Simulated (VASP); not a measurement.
Input of a VASP 6.6.1 run:

Contents of INCAR:

```
ALGO = Normal
EDIFF = 1E-6
ENCUT = 520
GGA = PS
ISIF = 2
ISMEAR = 0
LASPH = True
LCHARG = False
LREAL = Auto
LWAVE = False
NBANDS = 202
NELM = 100
PREC = Accurate
SIGMA = 0.02
```

File KPOINTS:

```
Automatic mesh
0
Gamma
  2 2 2
  0.5 0.5 0.5
```

File POSCAR:

```
Ga2O3
1.0
   -4.7582722120     -1.5236597458     -5.6477890820
   -6.1387136056      4.5709792375     -0.0036362686
    1.3804413936      6.0946389833     -5.6441528134
Ga O
16 24
Direct
    0.6513369376      0.6661267869      0.6632391443
    0.9013369376      0.4161267869      0.4132391443
    0.1513369376      0.1661267869      0.1632391443
    0.4013369376      0.9161267869      0.9132391443
    0.5986630624      0.0838732131      0.0867608557
    0.8486630624      0.8338732131      0.8367608557
    0.0986630624      0.5838732131      0.5867608557
    0.3486630624      0.3338732131      0.3367608557
    0.4655860505      0.7154504276      0.3298086919
    0.7155860505      0.4654504276      0.0798086919
    0.9655860505      0.2154504276      0.8298086919
    0.2155860505      0.9654504276      0.5798086919
    0.7844139495      0.0345495724      0.4201913081
    0.0344139495      0.7845495724      0.1701913081
    0.2844139495      0.5345495724      0.9201913081
    0.5344139495      0.2845495724      0.6701913081
    0.5001417276      0.4923260322      0.7557909077
    0.7501417276      0.2423260322      0.5057909077
    0.0001417276      0.9923260322      0.2557909077
    0.2501417276      0.7423260322      0.0057909077
    0.7498582724      0.2576739678      0.9942090923
    0.9998582724      0.0076739678      0.7442090923
    0.2498582724      0.7576739678      0.4942090923
    0.4998582724      0.5076739678      0.2442090923
    0.4113006766      0.9351414593      0.1514690746
    0.6613006766      0.6851414593      0.9014690746
    0.9113006766      0.4351414593      0.6514690746
    0.1613006766      0.1851414593      0.4014690746
    0.8386993234      0.8148585407      0.5985309254
    0.0886993234      0.5648585407      0.3485309254
    0.3386993234      0.3148585407      0.0985309254
    0.5886993234      0.0648585407      0.8485309254
    0.0712500617      0.5982023859      0.8191607260
    0.3212500617      0.3482023859      0.5691607260
    0.5712500617      0.0982023859      0.3191607260
    0.8212500617      0.8482023859      0.0691607260
    0.1787499383      0.1517976141      0.9308392740
    0.4287499383      0.9017976141      0.6808392740
    0.6787499383      0.6517976141      0.4308392740
    0.9287499383      0.4017976141      0.1808392740
```

Potentials or basis: VASP PAW PBE potentials, release 64 (Ga_d, O).

The run is started by

```sh
$ cat potpaw_PBE.64/Ga_d/POTCAR potpaw_PBE.64/O/POTCAR > POTCAR
$ mpirun -np 1 vasp_std > vasp.out
```

Q: Estimate the pressure.

A: 0.3 GPa.

Q: What does it give for the band gap on the k mesh?

A: 3.17 eV.

Q: Estimate the largest force.

A: 0.022 eV/Å.

Forces on the atoms (eV/Å):
```
Ga   0.009 -0.001  0.020
Ga   0.009 -0.001  0.020
Ga   0.009 -0.001  0.020
Ga   0.009 -0.001  0.020
Ga  -0.009  0.001 -0.020
Ga  -0.009  0.001 -0.020
Ga  -0.009  0.001 -0.020
Ga  -0.009  0.001 -0.020
Ga   0.002  0.000 -0.003
Ga   0.002  0.000 -0.003
Ga   0.002  0.000 -0.003
Ga   0.002  0.000 -0.003
Ga  -0.002  0.000  0.003
Ga  -0.002  0.000  0.003
Ga  -0.002  0.000  0.003
Ga  -0.002  0.000  0.003
O    0.004  0.002 -0.001
O    0.004  0.002 -0.001
O    0.004  0.002 -0.001
O    0.004  0.002 -0.001
O   -0.004 -0.002  0.001
O   -0.004 -0.002  0.001
O   -0.004 -0.002  0.001
O   -0.004 -0.002  0.001
O    0.016  0.003 -0.013
O    0.016  0.003 -0.013
O    0.016  0.003 -0.013
O    0.016  0.003 -0.013
O   -0.016 -0.003  0.013
O   -0.016 -0.003  0.013
O   -0.016 -0.003  0.013
O   -0.016 -0.003  0.013
O    0.006 -0.003 -0.013
O    0.006 -0.003 -0.013
O    0.006 -0.003 -0.013
O    0.006 -0.003 -0.013
O   -0.006  0.003  0.013
O   -0.006  0.003  0.013
O   -0.006  0.003  0.013
O   -0.006  0.003  0.013
```

Caveat: the PAW data sets were made with another functional, which shifts forces and pressure a little; a shifted mesh leaves out Γ, where band edges can lie. A k mesh can miss the band edges.
